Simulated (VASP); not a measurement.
Here is a VASP 6.6.1 calculation.

The input INCAR:

```
PREC = Accurate
ENCUT = 520
EDIFF = 1E-6
ISMEAR = -1
SIGMA = 0.05
LREAL = F
LASPH = T
NELM = 100
ALGO = Normal
ISIF = 2
LWAVE = F
LCHARG = F
GGA = PE
NBANDS = 9
```

KPOINTS

```
Automatic mesh
0
Gamma
  13 13 8
```

Contents of POSCAR:

```
Be
1.0
    2.3301211831      0.0000000000      0.0000000000
   -1.1650605915      2.0179441385      0.0000000000
    0.0000000000      0.0000000000      3.6544962781
Be
2
Direct
    0.6666666667      0.3333333333      0.7500000000
    0.3333333333      0.6666666667      0.2500000000
```

Potentials or basis: VASP PAW PBE potentials, release 64 (Be).

Launch:

```bash
$ cat potpaw_PBE.64/Be/POTCAR > POTCAR
$ mpirun -np 1 vasp_std > vasp.out
```

Question: Estimate the pressure.

Answer: -8.7 GPa.

Question: Predict the band gap on the k mesh.

Answer: Zero (band 2 reaches 7.43 eV, above the bottom of band 3 at 5.84 eV).

Stress tensor (GPa, compression positive):
```
-8.06  0.00  0.00
 0.00 -8.06  0.00
 0.00  0.00 -9.99
```
